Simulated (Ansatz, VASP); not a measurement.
## Two plane-wave programs on Nb

File INCAR:

```
PREC = Accurate
ENCUT = 520
EDIFF = 1E-7
ISMEAR = 0
SIGMA = 0.05
LREAL = False
LASPH = True
NELM = 150
ALGO = Normal
ISIF = 2
LWAVE = False
LCHARG = True
LNONCOLLINEAR = True
MAGMOM = 0 0 0
LORBIT = 11
LSORBIT = True
GGA_COMPAT = False
LORBMOM = True
LMAXMIX = 4
GGA = PE
LVHAR = True
NBANDS = 24
```

The input KPOINTS:

```
Automatic mesh
0
Gamma
  14 14 14
```

POSCAR

```
Nb
1.0
   -1.6557315458      1.6557315458      1.6557315458
    1.6557315458     -1.6557315458      1.6557315458
    1.6557315458      1.6557315458     -1.6557315458
Nb
1
Direct
    0.0000000000      0.0000000000      0.0000000000
```

Input for Ansatz:

```yaml
crystal:
  lattice:
    - [-1.6557315458, 1.6557315458, 1.6557315458]
    - [1.6557315458, -1.6557315458, 1.6557315458]
    - [1.6557315458, 1.6557315458, -1.6557315458]
  atoms:
    - { symbol: Nb, position: [0.0, 0.0, 0.0] }
scf:
  occupations: { method: gaussian, width: 0.05 }
output:
  forces: true
  stress: true
  eigenvalues: true
  optics: { nscf_kmesh: { grid: [28, 28, 28] } }
  write_density: true
  write_potential: true
  elf: true
  volumetric_format: npy
kpoints:
  mp_grid: { grid: [14, 14, 14] }
magnetization:
  noncollinear: true
  spin_orbit: true
hamiltonian:
  pseudopotentials: { kind: paw_fr, azcp: { folder: soft_1 } }
```

Alike in both runs: task single point; functional PBE; k mesh 14 × 14 × 14; occupations gaussian, width 0.05 eV; non-collinear spin, spin-orbit coupling.

|  | VASP | Ansatz |
| --- | --- | --- |
| version | VASP 6.6.1 | Ansatz 0.2.0 |
| potentials or method | VASP PAW PBE potentials, release 64 (Nb_sv) | plane waves, PAW |
| plane-wave cutoff (eV) | 520 | 420 |
| valence electrons in the cell | 13 | 13 |

Ansatz gave:

* pressure (GPa): 0.0
* net moment per atom (μB): 0.00

Problem. Estimate VASP's values.

Solution. Pressure (GPa): -0.3; net moment per atom (μB): 0.00.

Ansatz's warnings: optics on partly filled bands.
